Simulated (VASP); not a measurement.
Input of a VASP 6.6.1 run:

The input INCAR:

```
PREC = Accurate
ENCUT = 520
EDIFF = 1E-6
ISMEAR = 0
SIGMA = 0.1
LREAL = False
LASPH = True
NELM = 100
ALGO = Normal
ISIF = 2
LWAVE = False
LCHARG = False
GGA = PS
NBANDS = 23
```

KPOINTS

```
regular mesh
0
Gamma
  12 12 10
```

File POSCAR:

```
SbPt
1.0
    4.2314095783      0.0000000000      0.0000000000
   -2.1157047892      3.6645081886      0.0000000000
    0.0000000000      0.0000000000      5.2224049137
Sb Pt
2 2
Direct
    0.3333333340      0.6666666660      0.2500000000
    0.6666666660      0.3333333340      0.7500000000
    0.0000000000      0.0000000000      0.0000000000
    0.0000000000      0.0000000000      0.5000000000
```

Potentials or basis: VASP PAW PBE potentials, release 64 (Sb, Pt).

Command:

```bash
$ cat potpaw_PBE.64/Sb/POTCAR potpaw_PBE.64/Pt/POTCAR > POTCAR
$ mpirun -np 1 vasp_std > vasp.out
```

Problem. Predict the band gap on the k mesh.

Solution. Zero (band 15 reaches 12.29 eV, above the bottom of band 16 at 8.22 eV).

Problem. Predict the pressure.

Solution. 3.7 GPa.

Stress tensor (GPa, compression positive):
```
-0.22  0.00  0.00
 0.00 -0.22  0.00
 0.00  0.00 11.54
```

Caveat: the cell differs from its parent crystal (uniaxial strain along c: -4.5 %, then relaxed in part); the PAW data sets were made with another functional, which shifts forces and pressure a little; spin-orbit coupling is left out, which moves the levels of the heavy elements.
